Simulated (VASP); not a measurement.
InP: single point with PBE

The system is InP.

```xyz
2
Lattice="0.0000 2.9541 2.9541 2.9541 0.0000 2.9541 2.9541 2.9541 0.0000" Properties=species:S:1:pos:R:3 pbc="T T T"
In    0.0000    0.0000    0.0000
P     4.4312    4.4312    4.4312
```

| Quantity | Value |
| --- | --- |
| Program | VASP 6.6.1 |
| Task | single point |
| Functional | PBE |
| Potentials or basis | VASP PAW PBE potentials, release 64 (In_d, P) |
| Cutoff | 500 eV |
| k mesh | 8 × 8 × 8 |
| Occupations | gaussian, width 0.01 eV |
| Spin | no spin polarisation |

```yaml
Pressure: 1.6 GPa
Band_gap_on_the_k_mesh: 0.58 eV
```

Levels at points of the mesh, in eV from the valence-band top:
```
           k point  band 5  band 6  band 7  band 8  band 9  band 10  band 11  band 12  band 13  band 14
(0.00, 0.00, 0.00)  -14.00  -11.35    0.00    0.00    0.00     0.58     4.09     4.09     4.09     8.47
(0.50, 0.00, 0.00)  -13.99   -9.71   -5.60   -0.94   -0.94     1.44     4.81     4.81     7.05     9.37
(0.50, 0.50, 0.00)  -13.97   -9.08   -5.65   -2.24   -2.24     1.80     2.27     9.06     9.43     9.43
```

It took 13 s on 1 thread of Intel(R) Xeon(R) Platinum 8559C (Emerald Rapids), on a shared host, peak memory 0.17 GiB.

Caveat: spin-orbit coupling is left out, which moves the levels of the heavy elements.
